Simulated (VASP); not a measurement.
A run of VASP 6.6.1:

Contents of INCAR:

```
SYSTEM = Co
PREC = Accurate
ENCUT = 520
EDIFF = 1E-6
ISMEAR = -1
SIGMA = 0.08
LREAL = .FALSE.
LASPH = .TRUE.
NELM = 150
ALGO = Normal
ISIF = 2
LWAVE = .FALSE.
LCHARG = .FALSE.
ISPIN = 2
MAGMOM = 1.7 -1.7 1.7 -1.7
LORBIT = 11
LMAXMIX = 4
GGA = PE
NBANDS = 30
```

KPOINTS

```
Automatic mesh
0
G
  14 14 4
  0 0 0
```

The input POSCAR:

```
Co
1.0
    2.5074000000      0.0000000000      0.0000000000
    1.2537000000      2.1714720974      0.0000000000
    0.0000000000      0.0000000000      8.1398000000
Co
4
Direct
    0.6666666666      0.6666666667      0.1250000000
    0.6666666666      0.6666666667      0.6250000000
    0.3333333334      0.3333333333      0.3750000000
    0.3333333334      0.3333333333      0.8750000000
```

Potentials or basis: VASP PAW PBE potentials, release 64 (Co).

Launch:

```console
$ cat potpaw_PBE.64/Co/POTCAR > POTCAR
$ mpirun -np 1 vasp_std > vasp.out
```

Hardware: 1 thread of Oxide Virtual Turin-like Processor (shared host).

Task: Estimate the wall time of this run.

Result: Run time: 3.7 min on 1 thread of Oxide Virtual Turin-like Processor, on a shared host, peak memory 0.25 GiB. Counts: scf iterations 14, k points 88.
